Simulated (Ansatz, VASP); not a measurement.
# Two plane-wave programs on Mg5Te2

```
CELL_PARAMETERS angstrom
4.58163 0.00000 0.00000
0.00000 4.58163 0.00000
0.00000 0.00000 9.77813
ATOMIC_POSITIONS crystal
Mg 0.00000 0.50000 0.20659
Mg 0.50000 0.00000 0.20659
Mg 0.00000 0.50000 0.79341
Mg 0.50000 0.00000 0.79341
Mg 0.50000 0.50000 0.00000
Te 0.00000 0.50000 0.50000
Te 0.50000 0.00000 0.50000
```

Alike in both runs: functional PBE; k mesh 3 × 3 × 3; occupations gaussian, width 0.2 eV; no spin polarisation.

Ansatz relaxed the structure, and its values are those at the end. VASP's run is a single point on that final structure, the one shown.

|  | VASP | Ansatz |
| --- | --- | --- |
| version | VASP 6.6.1 | Ansatz 0.2.0 |
| potentials or method | VASP PAW PBE potentials, release 64 (Mg, Te), cutoff 600 eV | scalar-relativistic, plane waves, PAW |
| valence electrons in the cell | 22 | 82 |

```tsv
	VASP	Ansatz	Ansatz less VASP
gap on the k mesh at the Fermi level (eV)	none	none	-
pressure (GPa)	-0.1	0.0	+0.05
rms of the force components (eV/Å)	0.002	0.004	+0.0015
```

A gap of «none» marks a metal or a gap that the smearing closes. VASP's potentials hold 22 valence electrons a cell and Ansatz's 82, so a difference there can come from the potentials and not from the codes.

The k mesh is coarse, so the values compare programs but aren't converged. Spin-orbit coupling is off throughout.
